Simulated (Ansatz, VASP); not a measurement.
# One calculation of SrO, two programs

Contents of POSCAR:

```
SrO
1.0
    0.0000000000      2.7921730098      2.7921730098
    2.7921730098      0.0000000000      2.7921730098
    2.7921730098      2.7921730098      0.0000000000
Sr O
1 1
Direct
    0.0000000000      0.0000000000      0.0000000000
    0.2500000000      0.2500000000      0.2500000000
```

File INCAR.step1:

```
  ALGO = Normal
  EDIFF = 1E-4
  ENCUT = 520
  GGA = PE
  ISMEAR = 0
  LASPH = True
  LCHARG = False
  LREAL = False
  LWAVE = True
  NBANDS = 15
  NELM = 60
  PREC = Accurate
  SIGMA = 0.005
```

The input INCAR.step2:

```
  ALGO = Normal
  EDIFF = 1E-7
  ENCUT = 520
  ISIF = 2
  ISMEAR = 0
  ISTART = 1
  LASPH = True
  LCHARG = False
  LMIXTAU = True
  LREAL = False
  LWAVE = False
  METAGGA = R2SCAN
  NBANDS = 15
  NELM = 60
  PREC = Accurate
  SIGMA = 0.005
```

Contents of KPOINTS:

```
k-points
0
Gamma
  8 8 8
```

Input for Ansatz:

```yaml
crystal:
  lattice:
    - [0.0, 2.7921730098, 2.7921730098]
    - [2.7921730098, 0.0, 2.7921730098]
    - [2.7921730098, 2.7921730098, 0.0]
  atoms:
    - { symbol: Sr, position: [0.0, 0.0, 0.0] }
    - { symbol: O, position: [0.25, 0.25, 0.25] }
basis:
  ecutwfc: 500
  ecutrho_ratio: 12
kpoints:
  mp_grid: { grid: [8, 8, 8] }
hamiltonian:
  xc: r2scan
scf:
  occupations: { method: gaussian, width: 0.005 }
output:
  forces: true
  stress: true
  write_density: true
  write_potential: true
  elf: true
  volumetric_format: npy
```

Alike in both runs: task single point; functional r2SCAN; k mesh 8 × 8 × 8; occupations gaussian, width 0.005 eV; no spin polarisation.

|  | VASP | Ansatz |
| --- | --- | --- |
| version | VASP 6.6.1 | Ansatz 0.2.0 |
| potentials or method | VASP PAW PBE potentials, release 64 (Sr_sv, O), cutoff 520 eV | scalar-relativistic, plane waves, PAW |
| valence electrons in the cell | 16 | 16 |

```tsv
	VASP	Ansatz	Ansatz less VASP
gap on the k mesh at the Fermi level (eV)	2.90	2.89	-0.015
pressure (GPa)	0.5	0.0	-0.47
```

VASP's potentials were made for PBE, not for r2SCAN.
